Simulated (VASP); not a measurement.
C: single point with PBEsol+D3(BJ)

Crystal: C.

```
C
1.0
     1.24966    0.72149    3.33840
    -1.24966    0.72149    3.33840
     0.00000   -1.44298    3.33840
C
2
Direct
  0.15031 0.18286 0.16658
  0.84969 0.81714 0.83342
```

This cell differs from its parent crystal: atoms displaced along a vibrational mode, the cell strained.

```json
{
 "Program": "VASP 6.6.1",
 "Task": "single point",
 "Functional": "PBEsol",
 "Dispersion": "D3(BJ)",
 "Potentials or basis": "VASP PAW PBE potentials, release 64 (C)",
 "Cutoff": "520 eV",
 "k mesh": "15 × 15 × 15",
 "Occupations": "gaussian, width 0.05 eV",
 "Spin": "no spin polarisation"
}
```

| Quantity | Value |
| --- | --- |
| Pressure | -10.3 GPa |
| Largest force | 3.979 eV/Å |
| Dispersion energy per atom | -0.110 eV |

Forces in eV/Å, atoms in the order of the input:
```
C    3.961 -0.378  0.009
C   -3.961  0.378 -0.009
```

Stress tensor (GPa, compression positive):
```
-14.57  -6.49  -0.05
 -6.49 -15.97  -0.03
 -0.05  -0.03  -0.40
```

Run time: 10 min on 1 thread of Intel Xeon 8259CL, on a shared host, peak memory 0.4 GiB.

Caveat: the cell differs from its parent crystal (atoms displaced along a vibrational mode, the cell strained); the cell stands under tension; the PAW data sets were made with another functional, which shifts forces and pressure a little.
